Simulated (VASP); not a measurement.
# AsPdF5 (P1) in VASP: single point with PBEsol

Aim: the single point of AsPdF5 with PBEsol.

Program: VASP 6.6.1. These are calculated values, not measurements. Logs are shortened: lines on timing, memory, paths and dates and some standing lists are left out, and cuts for length are marked.

## Step 1: The cell of the first run

The typed cell holds 7 atoms: a = 4.304 Å, b = 4.308 Å, c = 6.013 Å, α = 106.50°, β = 73.56°, γ = 88.42°.

## Step 2: Single point, PBEsol

Contents of INCAR:

```
SYSTEM = AsPdF5
ALGO = Normal
EDIFF = 1E-6
ENCUT = 520
GGA = PS
ISIF = 2
ISMEAR = -1
LASPH = .True.
LCHARG = .False.
LREAL = .False.
LWAVE = .False.
NBANDS = 34
NELM = 80
PREC = Accurate
SIGMA = 0.05
```

Contents of KPOINTS:

```
k-points
0
Gamma
  6 6 4
  0 0 0
```

Contents of POSCAR:

```
AsPdF5
1.0
    4.2626760237      0.1008889448      0.5840573636
    0.0998534623      4.2667819942     -0.5887505429
    0.9362572359     -0.9373694874      5.8656346344
As Pd F
1 1 5
Direct
    0.3137294804      0.3004262283      0.0014472101
    0.0237756799      0.0107364704      0.5013535757
   -0.0561567980      0.6127526200      0.2674221876
    0.1261650310      0.3809944281      0.7429486365
    0.3941220976      0.1132082803      0.2602071721
    0.6256989589     -0.0693139980      0.7349211410
    0.0343436359      0.0213846592      0.0013591425
```

Potentials or basis: VASP PAW PBE potentials, release 64 (As, Pd, F).

The run is started by

```bash
> cat potpaw_PBE.64/As/POTCAR potpaw_PBE.64/Pd/POTCAR potpaw_PBE.64/F/POTCAR > POTCAR
> mpirun -np 1 vasp_std > vasp.out
```

OUTCAR:

```text
SYSTEM = AsPdF5
   EDIFF = 1E-6
   ENCUT = 520
   GGA = PS
   ISIF = 2
   ISMEAR = -1
   LASPH = .True.
   LREAL = .False.
   NELM = 80
   PREC = Accurate

 ion  position               nearest neighbor table
   1  0.314  0.300  0.001-   7 1.72   3 2.03   6 2.03   4 2.05   5 2.05
   2  0.024  0.011  0.501-   5 1.98   4 1.98   6 1.99   3 1.99
   3  0.944  0.613  0.267-   2 1.99   1 2.03
   4  0.126  0.381  0.743-   2 1.98   1 2.05
   5  0.394  0.113  0.260-   2 1.98   1 2.05
   6  0.626  0.931  0.735-   2 1.99   1 2.03
   7  0.034  0.021  0.001-   1 1.72

  LATTYP: Found a triclinic cell.
 ALAT       =     4.3083670342
 B/A-ratio  =     1.4328367864
 C/A-ratio  =     1.5194860751
 COS(alpha) =     0.0000771511
 COS(beta)  =     0.3790255786
 COS(gamma) =     0.7171763549

  Lattice vectors:

 A1 = (  -0.0998534623,  -4.2667819942,   0.5887505429)
 A2 = (  -4.3625294860,  -4.3676709390,   0.0046931793)
 A3 = (   3.2265653255,  -3.2285235620,  -4.6928267279)

Analysis of symmetry for initial positions (statically):
=====================================================================
 Subroutine PRICEL returns:
 Original cell was already a primitive cell.

 Routine SETGRP: Setting up the symmetry group for a
 triclinic supercell.

 Subroutine GETGRP returns: Found  1 space group operations
 (whereof  1 operations were pure point group operations)
 out of a pool of  2 trial point group operations.

The static configuration has the point symmetry C_1 .

Analysis of symmetry for dynamics (positions and initial velocities):
=====================================================================
 Subroutine PRICEL returns:
 Original cell was already a primitive cell.

 Routine SETGRP: Setting up the symmetry group for a
 triclinic supercell.

 Subroutine GETGRP returns: Found  1 space group operations
 (whereof  1 operations were pure point group operations)
 out of a pool of  2 trial point group operations.

The dynamic configuration has the point symmetry C_1 .

 Subroutine INISYM returns: Found  1 space group operations
 (whereof  1 operations are pure point group operations),
 and found     1 'primitive' translations

----------------------------------------------------------------------------------------

                                     Primitive cell

  volume of cell :     101.8286

  direct lattice vectors                    reciprocal lattice vectors
     4.262676024  0.100888945  0.584057364     0.240359872 -0.011165095 -0.040149874
     0.099853462  4.266781994 -0.588750543    -0.011187970  0.240172938  0.040167112
     0.936257236 -0.937369487  5.865634634    -0.025056262  0.025218585  0.178514057

  length of vectors
     4.303685452  4.308367034  6.013394119     0.243945772  0.243765477  0.182019400

  position of ions in fractional coordinates (direct lattice)
     0.313729480  0.300426228  0.001447210
     0.023775680  0.010736470  0.501353576
     0.943843202  0.612752620  0.267422188
     0.126165031  0.380994428  0.742948637
     0.394122098  0.113208280  0.260207172
     0.625698959  0.930686002  0.734921141
     0.034343636  0.021384659  0.001359143

  ion indices of the primitive-cell ions
   primitive index   ion index
                 1           1
                 2           2
                 3           3
                 4           4
                 5           5
                 6           6
                 7           7

----------------------------------------------------------------------------------------

 KPOINTS: k-points

Automatic generation of k-mesh.
 Grid dimensions read from file:
 generate k-points for:    6    6    4

 Generating k-lattice:

  Cartesian coordinates                     Fractional coordinates (reciprocal lattice)
     0.040059979 -0.001860849 -0.006691646     0.166666667  0.000000000 -0.000000000
    -0.001864662  0.040028823  0.006694519     0.000000000  0.166666667  0.000000000
    -0.006264065  0.006304646  0.044628514     0.000000000  0.000000000  0.250000000

  Length of vectors
     0.040657629  0.040627579  0.045504850

  Shift w.r.t. Gamma in fractional coordinates (k-lattice)
     0.000000000  0.000000000  0.000000000

 Subroutine IBZKPT returns following result:
 ===========================================

 Found     76 irreducible k-points:

 Following reciprocal coordinates:
            Coordinates               Weight
  0.000000  0.000000  0.000000      1.000000
  0.166667  0.000000  0.000000      2.000000
  0.333333  0.000000  0.000000      2.000000
  0.500000  0.000000  0.000000      1.000000
 -0.000000  0.166667 -0.000000      2.000000
  0.166667  0.166667 -0.000000      2.000000
[... 16 lines left out ...]
  0.333333 -0.000000  0.250000      2.000000
  0.500000 -0.000000  0.250000      2.000000
 [... further k-points ...]
   k-points           NKPTS =     76   k-points in BZ     NKDIM =     76   number of bands    NBANDS=     34
   number of dos      NEDOS =    301   number of ions     NIONS =      7
   total plane-waves  NPLWV =  49152
   dimension x,y,z NGX =    32 NGY =   32 NGZ =   48
   dimension x,y,z NGXF=    64 NGYF=   64 NGZF=   96
   ions per type =               1   1   5
   NGX,Y,Z   is equivalent  to a cutoff of  12.36, 12.35, 13.27 a.u.
   NGXF,Y,Z  is equivalent  to a cutoff of  24.72, 24.70, 26.54 a.u.
 SYSTEM =  AsPdF5
   PREC   = accura    normal or accurate (medium, high low for compatibility)
   ISTART =      0    job   : 0-new  1-cont  2-samecut
   ICHARG =      2    charge: 1-file 2-atom 10-const
   ISPIN  =      1    spin polarized calculation?
   LNONCOLLINEAR =      F non collinear calculations
   LSORBIT =      F    spin-orbit coupling
   LASPH  =      T    aspherical Exc in radial PAW
   ENCUT  =  520.0 eV  38.22 Ry    6.18 a.u.   8.00  8.01 11.18*2*pi/ulx,y,z
   NELM   =     80;   NELMIN=  2; NELMDL= -5     # of ELM steps
   EDIFF  = 0.1E-05   stopping-criterion for ELM
   LREAL  =      F    real-space projection
   EDIFFG = 0.1E-04   stopping-criterion for IOM
   NSW    =      0    number of steps for IOM
   IBRION =     -1    ionic relax: 0-MD 1-quasi-New 2-CG
   NFREE  =      0    steps in history (QN), initial steepest desc. (CG)
   ISIF   =      2    stress and relaxation
   ISYM   =      2    0-nonsym 1-usesym 2-fastsym
   POTIM  = 0.5000    time-step for ionic-motion
   TEBEG  =    0.0;   TEEND  =   0.0 temperature during run
   PSTRESS=    0.0 pullay stress
   NELECT =      50.0000    total number of electrons
   NUPDOWN=      -1.0000    fix difference up-down
   EMIN   =  10.00;   EMAX   =-10.00  energy-range for DOS
   EFERMI =   0.00;   METHOD = LEGACY
   ISMEAR =    -1;   SIGMA  =   0.05  broadening in eV -4-tet -1-fermi 0-gaus
   EFERMI_NEDOS =   21; number of points for ismear=-14 and -15
   IALGO  =     38    algorithm
   IMIX   =      4    mixing-type and parameters
     AMIX     =   0.40;   BMIX     =  1.00
     AMIX_MAG =   1.60;   BMIX_MAG =  1.00
  volume/ion in A,a.u.               =      14.55        98.17
  Fermi-wavevector in a.u.,A,eV,Ry     =   1.291541  2.440659 22.695587  1.668079
  Thomas-Fermi vector in A             =   2.423305
   LORBIT       =      0    0 simple, 1 ext, 2 COOP (PROOUT), +10 PAW based schemes
   GGA     = PS    functional components
[... 5 lines left out ...]
 non-spin polarized calculation
  energy-cutoff  :      520.00
  volume of cell :      101.83
 maximum number of plane-waves:      2762
   NGX = 15   NGY = 17   NGZ = 23

 number of electron      50.0000005 magnetization

 Free energy of the ion-electron system (eV)
  ---------------------------------------------------
  ext. energy  EPLUGINS =         0.00000000
  ---------------------------------------------------
  free energy    TOTEN  =       -31.99561517 eV

  energy without entropy =      -31.99561221  energy(sigma->0) =      -31.99561369

 E-fermi :   1.3601     XC(G=0):  -9.4559

 val. band max:        0.7305174992   @ k =   0.5000   0.5000   0.0000
 cond. band min:       1.9238603955   @ k =   0.5000   0.0000   0.0000
 fundamental gap:      1.1933428964
 Fermi energy:         1.3600907398

 k-point     1 :       0.0000    0.0000    0.0000
  band No.  band energies     occupation
      1     -23.3043      2.00000
      2     -21.9547      2.00000
      3     -21.9470      2.00000
      4     -21.9169      2.00000
      5     -21.7472      2.00000
      6      -9.8477      2.00000
[... 26 lines left out ...]
     33      11.9599      0.00000
     34      12.8275      0.00000

 k-point     2 :       0.1667    0.0000    0.0000
  band No.  band energies     occupation
      1     -23.2722      2.00000
      2     -22.0072      2.00000
      3     -21.9441      2.00000
      4     -21.8871      2.00000
      5     -21.7636      2.00000
      6      -9.8354      2.00000
[... 26 lines left out ...]
     33      12.2949      0.00000
     34      12.9361      0.00000

 k-point     3 :       0.3333    0.0000    0.0000
  band No.  band energies     occupation
      1     -23.2044      2.00000
      2     -22.0582      2.00000
      3     -21.9490      2.00000
      4     -21.8774      2.00000
      5     -21.7944      2.00000
      6      -9.8010      2.00000
[... 26 lines left out ...]
     33      12.6439      0.00000
     34      13.1398      0.00000
[... 704 lines left out ...]
 k-point    23 :       0.3333   -0.0000    0.2500
  band No.  band energies     occupation
      1     -23.2014      2.00000
      2     -22.0662      2.00000
      3     -21.9793      2.00000
      4     -21.8690      2.00000
      5     -21.7662      2.00000
      6      -9.8470      2.00000
[... 26 lines left out ...]
     33      12.5120      0.00000
     34      13.2032      0.00000

 k-point    24 :       0.5000   -0.0000    0.2500
  band No.  band energies     occupation
      1     -23.1590      2.00000
      2     -22.1076      2.00000
      3     -21.9726      2.00000
      4     -21.8815      2.00000
      5     -21.7668      2.00000
      6      -9.8071      2.00000
[... 26 lines left out ...]
     33      12.6804      0.00000
     34      13.1981      0.00000

 [... further k-points ...]
[... 5 lines left out ...]
  --------------------------------------------------------------------------------------
  -------------------------------------------------------------------------------------
  Total        0.2127592      0.2064897     -0.0155667      0.3254670      0.0229938     -0.0203785
  in kB        3.3475667      3.2489210     -0.2449266      5.1209173      0.3617866     -0.3206371
  external PRESSURE =       2.1171870 kB  Pullay stress =       0.0000000 kB

 VOLUME and BASIS-vectors are now :
 -----------------------------------------------------------------------------
  energy-cutoff  :      520.00
  volume of cell :      101.83
      direct lattice vectors                 reciprocal lattice vectors
     4.262676024  0.100888945  0.584057364     0.240359872 -0.011165095 -0.040149874
     0.099853462  4.266781994 -0.588750543    -0.011187970  0.240172938  0.040167112
     0.936257236 -0.937369487  5.865634634    -0.025056262  0.025218585  0.178514057

 POSITION                                       TOTAL-FORCE (eV/Angst)
 -----------------------------------------------------------------------------------
      1.36868      1.31215      0.01485         0.285824      0.285281      0.000209
      0.57182     -0.42174      2.94832        -0.007074     -0.006867      0.000069
      4.33486      2.45903      1.75910        -0.019567     -0.003988      0.001331
      1.27144      0.94193      4.20724        -0.002089      0.017337     -0.000713
      1.93494      0.27889      1.68982         0.017283     -0.002233      0.000316
      3.44816      3.34527      4.12828        -0.003514     -0.019158     -0.001333
      0.14980      0.09343      0.01544        -0.270864     -0.270372      0.000122
 -----------------------------------------------------------------------------------
    total drift:                               -0.002653     -0.002396      0.000086

  FREE ENERGIE OF THE ION-ELECTRON SYSTEM (eV)
  ---------------------------------------------------
  free  energy   TOTEN  =       -31.9956151731 eV

  energy  without entropy=      -31.9956122101  energy(sigma->0) =      -31.99561369
```

It took 3.3 min on 1 thread of Intel Xeon Platinum 8259CL at 2.50GHz (Skylake/Cascade Lake), shared host; peak memory 0.37 GiB.

Results:

```
Free energy            : -31.9956 eV
Pressure               : 0.2 GPa
Largest force          : 0.404 eV/Å
Band gap on the k mesh : 1.19 eV, indirect (least direct gap 1.25 eV)
```

Forces in eV/Å, atoms in the order of the input:
```
As   0.286  0.285  0.000
Pd  -0.007 -0.007  0.000
F   -0.020 -0.004  0.001
F   -0.002  0.017 -0.001
F    0.017 -0.002  0.000
F   -0.004 -0.019 -0.001
F   -0.271 -0.270  0.000
```

Caveat: the PAW data sets were made with another functional, which shifts forces and pressure a little. A k mesh can miss the band edges.
